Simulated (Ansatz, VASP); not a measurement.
# Two plane-wave programs on B2Ru3

Contents of INCAR:

```
SYSTEM = B2Ru3
PREC     = Accurate       ! precision mode
ENCUT    = 600            ! plane-wave cutoff, eV
EDIFF    = 1E-7           ! SCF threshold, eV
ISMEAR   = 0              ! smearing method
SIGMA    = 0.2            ! smearing width, eV
LREAL    = .FALSE.        ! projectors in reciprocal space
LASPH    = .TRUE.         ! aspherical terms in the spheres
NELM     = 60             ! most SCF steps
ALGO     = Fast           ! electronic algorithm
ISIF     = 3              ! what is computed and relaxed
LWAVE    = .FALSE.        ! write WAVECAR
LCHARG   = .FALSE.        ! write CHGCAR
GGA      = PE             ! functional
IBRION   = 2              ! ionic algorithm
NSW      = 36             ! ionic steps
EDIFFG   = -0.08          ! ionic threshold
```

KPOINTS

```
regular mesh
0
G
  6 6 2
  0 0 0
```

The input POSCAR:

```
B2Ru3
1.0
    3.0108848800      0.0000000000      0.0000000000
   -1.5054424400      2.6075027900      0.0000000000
    0.0000000000      0.0000000000     13.2790485200
B Ru
4 6
Direct
    0.3333333300      0.6666666700      0.1398500100
    0.6666666700      0.3333333300      0.6398500100
    0.3333333300      0.6666666700      0.3601499900
    0.6666666700      0.3333333300      0.8601499900
    0.3333333300      0.6666666700      0.9721999800
    0.6666666700      0.3333333300      0.4721999800
    0.3333333300      0.6666666700      0.5278000200
    0.6666666700      0.3333333300      0.0278000200
    0.3333333300      0.6666666700      0.7500000000
    0.6666666700      0.3333333300      0.2500000000
```

Input for Ansatz:

```yaml
crystal:
  lattice:
    - [3.01088488, 0.0, 0.0]
    - [-1.50544244, 2.60750279, 0.0]
    - [0.0, 0.0, 13.27904852]
  atoms:
    - { symbol: B, position: [0.33333333, 0.66666667, 0.13985001] }
    - { symbol: B, position: [0.66666667, 0.33333333, 0.63985001] }
    - { symbol: B, position: [0.33333333, 0.66666667, 0.36014999] }
    - { symbol: B, position: [0.66666667, 0.33333333, 0.86014999] }
    - { symbol: Ru, position: [0.33333333, 0.66666667, 0.97219998] }
    - { symbol: Ru, position: [0.66666667, 0.33333333, 0.47219998] }
    - { symbol: Ru, position: [0.33333333, 0.66666667, 0.52780002] }
    - { symbol: Ru, position: [0.66666667, 0.33333333, 0.02780002] }
    - { symbol: Ru, position: [0.33333333, 0.66666667, 0.75] }
    - { symbol: Ru, position: [0.66666667, 0.33333333, 0.25] }
basis:
  ecutwfc: 420
kpoints:
  mp_grid: { grid: [6, 6, 2] }
hamiltonian:
  xc: pbe
scf:
  occupations: { method: gaussian, width: 0.2 }
  lower_state_search: "off"
output:
  forces: true
  stress: true
  eigenvalues: true
relax:
  adjacent_minimum: "off"
  f_tol: 0.08
  max_steps: 16
  cell: { stress_tol: 0.8 }
```

Change from the starting cell: species swapped into the B3Ru2 type (P6_3/mmc, No. 194).

Alike in both runs: task relaxation of cell and atoms; functional PBE; k mesh 6 × 6 × 2; occupations gaussian, width 0.2 eV; no spin polarisation.

|  | VASP | Ansatz |
| --- | --- | --- |
| version | VASP 6.6.1 | Ansatz 0.2.0 |
| potentials or method | VASP PAW PBE potentials, release 64 (B, Ru_pv), cutoff 600 eV | scalar-relativistic, plane waves, PAW |
| valence electrons in the cell | 96 | 108 |

```csv
,VASP,Ansatz,Ansatz less VASP
"gap on the k mesh at the Fermi level, each at its own relaxed structure (eV)",none,none,-
relaxed volume (Å³/atom),10.98,10.98,-0.002
relaxed length of the cell vector where the two differ most in proportion (Å),15.550,15.544,-0.0057
```

A gap of «none» marks a metal or a gap that the smearing closes. VASP's potentials hold 96 valence electrons a cell and Ansatz's 108, so a difference there can come from the potentials and not from the codes.

The k mesh is coarse, so the values compare programs but aren't converged.
